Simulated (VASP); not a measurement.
Write the native input for VASP 6.6.1 that does the following.

```
Task                   : single point
Functional             : PBE
Potentials or basis    : VASP PAW PBE potentials, release 64 (B, N)
Cutoff                 : 520 eV
k mesh                 : 12 × 12 × 12
Occupations            : fermi-dirac, width 0.02 eV
Spin                   : no spin polarisation
Dipole correction      : no
Further INCAR settings : ALGO = Normal; EDIFF = 1e-06; NBANDS = 11
```

The structure of BN lies in POSCAR:

```
BN
1.0
    0.0000000000      1.8048254535      1.8048254535
    1.8048254535      0.0000000000      1.8048254535
    1.8048254535      1.8048254535      0.0000000000
B N
1 1
Direct
    0.0000000000      0.0000000000      0.0000000000
    0.2500000000      0.2500000000      0.2500000000
```

These files were run (other wordings do the same):

INCAR

```
SYSTEM = BN
ALGO = Normal
EDIFF = 1E-6
ENCUT = 520
GGA = PE
ISIF = 2
ISMEAR = -1
LASPH = .True.
LCHARG = .False.
LREAL = .False.
LWAVE = .False.
NBANDS = 11
NELM = 100
PREC = Accurate
SIGMA = 0.02
```

KPOINTS

```
k-points
0
Gamma
  12 12 12
  0 0 0
```

Potentials or basis: VASP PAW PBE potentials, release 64 (B, N).

Launch:

```sh
$ cat potpaw_PBE.64/B/POTCAR potpaw_PBE.64/N/POTCAR > POTCAR
$ mpirun -np 1 vasp_std > vasp.out
```

Results of the run:

| Item | Value |
| --- | --- |
| Pressure | 5.0 GPa |
| Band gap on the k mesh | 4.46 eV, indirect (least direct gap 8.84 eV) |

Wall time 12 s on 1 thread of Intel Xeon 8259CL, with other jobs on the host, peak memory 0.12 GiB.
